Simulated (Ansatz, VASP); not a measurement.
O in VASP and in Ansatz

The input INCAR:

```
SYSTEM = O
ALGO = Normal
EDIFF = 1E-7
EDIFFG = -0.005
ENCUT = 520
GGA = PE
IBRION = 2
ISIF = 2
ISMEAR = 0
ISPIN = 2
LASPH = .TRUE.
LCHARG = .FALSE.
LORBIT = 11
LREAL = .FALSE.
LWAVE = .FALSE.
MAGMOM = 1 1
NELM = 150
NSW = 60
PREC = Accurate
SIGMA = 0.01
```

KPOINTS

```
k-points
0
G
  1 1 1
  0 0 0
```

POSCAR

```
O
1.0
   13.0000000000      0.0000000000      0.0000000000
    0.0000000000     13.3000000000      0.0000000000
    0.0000000000      0.0000000000     13.6000000000
O
2
Direct
    0.4526923077      0.5000000000      0.5000000000
    0.5473076923      0.5000000000      0.5000000000
```

Input for Ansatz:

```yaml
crystal:
  lattice:
    - [13.0, 0.0, 0.0]
    - [0.0, 13.3, 0.0]
    - [0.0, 0.0, 13.6]
  atoms:
    - { symbol: O, position: [0.4526923077, 0.5, 0.5], spin: 1.0 }
    - { symbol: O, position: [0.5473076923, 0.5, 0.5], spin: 1.0 }
basis:
  ecutwfc: 420
kpoints:
  mp_grid: { grid: [1, 1, 1] }
hamiltonian:
  xc: pbe
scf:
  occupations: { method: gaussian, width: 0.01 }
output:
  forces: true
  stress: true
  eigenvalues: true
  populations: true
magnetization:
  spin_polarized: true
relax:
  adjacent_minimum: "off"
  f_tol: 0.005
  max_steps: 40
```

Alike in both runs: task relaxation of the atoms; functional PBE; k mesh 1 × 1 × 1; occupations gaussian, width 0.01 eV; collinear spin.

|  | VASP | Ansatz |
| --- | --- | --- |
| version | VASP 6.6.1 | Ansatz 0.2.0 |
| potentials or method | VASP PAW PBE potentials, release 64 (O), cutoff 520 eV | scalar-relativistic, plane waves, PAW |
| valence electrons in the cell | 12 | 12 |

Ansatz gave:

| Item | Value |
| --- | --- |
| gap on the k mesh at the Fermi level, each at its own relaxed structure (eV) | 2.29 |
| net moment per atom (μB) | 1.00 |
| size of the moment on the site where the two differ most (μB) | 0.56 |

What did VASP give for the same quantities?

gap on the k mesh at the Fermi level, each at its own relaxed structure (eV): 2.30; net moment per atom (μB): 1.00; size of the moment on the site where the two differ most (μB): 0.81.

Site moments also hang on the region over which each program counts them. Ansatz's warnings: stress scf threshold loose.

Noted on VASP's run: the standard files for N, O and F lose accuracy on very short bonds.
